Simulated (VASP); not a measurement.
Here is a VASP 6.6.1 calculation.

The input INCAR:

```
SYSTEM = TaN
PREC = Accurate
ENCUT = 600
EDIFF = 1E-7
ISMEAR = -1
SIGMA = 0.05
LREAL = .False.
LASPH = .True.
NELM = 60
ALGO = Normal
ISIF = 3
LWAVE = .False.
LCHARG = .False.
GGA = PE
IBRION = 2
NSW = 80
EDIFFG = -0.01
```

File KPOINTS:

```
regular mesh
0
Gamma
  10 10 10
  0 0 0
```

File POSCAR:

```
TaN
1.0
    0.0000000000      2.2113230000      2.2113230000
    2.2113230000      0.0000000000      2.2113230000
    2.2113230000      2.2113230000      0.0000000000
Ta N
1 1
Direct
    0.5000000000      0.5000000000      0.5000000000
    0.0000000000      0.0000000000      0.0000000000
```

Potentials or basis: VASP PAW PBE potentials, release 64 (Ta_pv, N).

The run is started by

```sh
$ cat potpaw_PBE.64/Ta_pv/POTCAR potpaw_PBE.64/N/POTCAR > POTCAR
$ mpirun -np 1 vasp_std > vasp.out
```

(1) Predict the band gap on the k mesh.

(2) Predict the relaxed volume.

(3) Estimate the space group after relaxing (to 0.05 Å).

## Answers

(1) zero (band 8 reaches 11.23 eV, above the bottom of band 9 at 7.31 eV).

(2) 10.79 Å³/atom.

(3) Fm-3m (No. 225).

Caveat: spin-orbit coupling is left out, which moves the levels of the heavy elements.
